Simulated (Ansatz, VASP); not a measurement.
# Two plane-wave programs on Ag

```
Ag
1.0
     0.00000    2.00093    2.00093
     2.00093    0.00000    2.00093
     2.00093    2.00093    0.00000
Ag
1
Direct
  0.00000 0.00000 0.00000
```

Alike in both runs: functional LDA; k mesh 18 × 18 × 18; occupations fermi-dirac, width 0.1 eV; no spin polarisation.

Ansatz relaxed the structure, and its values are those at the end. VASP's run is a single point on that final structure, the one shown.

|  | VASP | Ansatz |
| --- | --- | --- |
| version | VASP 6.6.1 | Ansatz 0.2.0 |
| potentials or method | VASP PAW LDA potentials, release 64 (Ag) | PAW with Ansatz's default frozen-core files, scalar-relativistic |
| plane-wave cutoff (eV) | 520 | 420 |
| valence electrons in the cell | 11 | 19 |

```csv
,VASP,Ansatz,Ansatz less VASP
pressure (GPa),0.1,0.0,-0.15
```

LDA's correlation is that of Perdew and Zunger in VASP and of Perdew and Wang (1992) in Ansatz. VASP's potentials hold 11 valence electrons a cell and Ansatz's 19, so a difference there can come from the potentials and not from the codes.
